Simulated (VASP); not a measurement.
Wanted: the native input for a VASP 6.6.1 run.

| Property | Result |
| --- | --- |
| Task | single point |
| Functional | PBE |
| Dispersion | D3(BJ) |
| Potentials or basis | VASP PAW PBE potentials, release 64 (Li_sv) |
| Cutoff | 520 eV |
| k mesh | 2 × 2 × 2 |
| Occupations | fermi-dirac, width 0.1 eV |
| Spin | no spin polarisation |
| Dipole correction | no |
| Further INCAR settings | LREAL = Auto; ALGO = Normal; EDIFF = 1e-06; NBANDS = 38 |

The structure of Li lies in POSCAR:

```
Li
1.0
    7.2053150000      0.0000000000      0.0000000000
    0.0000000000      7.2053150000      0.0000000000
    0.0000000000      0.0000000000      7.2053150000
Li
16
Direct
    0.0049685545     -0.0002220583      0.0896837959
    0.4380238754      0.0099648662     -0.0220115290
    0.0290757587      0.5766576479      0.0068560500
   -0.0191247711     -0.0487417969      0.4774114664
    0.2255695969      0.2317178361      0.1953696681
    0.5342861485      0.5253899378      0.0587205417
    0.4827963802     -0.0200962762      0.5009774035
    0.7367061676      0.2647073723      0.2445139456
   -0.0678665679      0.4946487419      0.4874596045
    0.2327587344      0.7300999332      0.3054689490
    0.2095813993      0.2873018043      0.8015888271
    0.4738862909      0.4798402291      0.5104426385
    0.7188443531      0.7661011351      0.2746583598
    0.8346477566      0.1169136950      0.7676555432
    0.1548579070      0.8367434318      0.7779396182
    0.7045909860      0.7281708017      0.7744005640
```

One way to write it, as run:

INCAR

```
SYSTEM = Li
PREC = Accurate
ENCUT = 520
EDIFF = 1E-6
ISMEAR = -1
SIGMA = 0.1
LREAL = Auto
LASPH = .True.
NELM = 60
ALGO = Normal
ISIF = 2
LWAVE = .False.
LCHARG = .False.
GGA = PE
IVDW = 12
NBANDS = 38
```

KPOINTS

```
Automatic mesh
0
Gamma
  2 2 2
  0 0 0
```

Potentials or basis: VASP PAW PBE potentials, release 64 (Li_sv).

Launch:

```sh
$ cat potpaw_PBE.64/Li_sv/POTCAR > POTCAR
$ mpirun -np 1 vasp_std > vasp.out
```

Results of the run:

```json
{
 "Largest force": "0.801 eV/Å",
 "Band gap on the k mesh": "zero (bands 24 and 25 overlap by 0.54 eV)",
 "Dispersion energy per atom": "-0.147 eV"
}
```

Caveat: the k points lie up to 0.44 Å⁻¹ apart, too coarse for converged energies and pressures of a metal.

Wall time 4.5 min on 1 thread of Intel Xeon 8259CL, on a shared host, peak memory 0.38 GiB.
